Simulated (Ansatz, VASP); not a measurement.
Two plane-wave programs on As

```
As
1.0
     3.64306    0.00000    0.00000
    -1.82153    3.15498    0.00000
     0.00000    0.00000   28.57424
As
2
Direct
  0.33333 0.66667 0.47589
  0.66667 0.33333 0.52411
```

Change from the starting cell: biaxial strain +0.020, atoms relaxed.

Alike in both runs: functional PBE; dispersion D3(BJ); k mesh 9 × 9 × 1; occupations gaussian, width 0.02 eV; no spin polarisation.

Ansatz relaxed the structure, and its values are those at the end. VASP's run is a single point on that final structure, the one shown.

```csv
,VASP,Ansatz
version,VASP 6.6.1,Ansatz 0.2.0
potentials or method,"VASP PAW PBE potentials, release 64 (As_d), cutoff 400 eV","scalar-relativistic, plane waves, PAW"
valence electrons in the cell,30,30
```

```tsv
	VASP	Ansatz	Ansatz less VASP
gap on the k mesh at the Fermi level (eV)	1.74	1.74	-0.003
least direct gap on the mesh (eV)	1.86	1.87	+0.006
rms of the force components (eV/Å)	0.015	0.003	-0.0119
```

Ansatz's warnings: stress scf threshold loose.
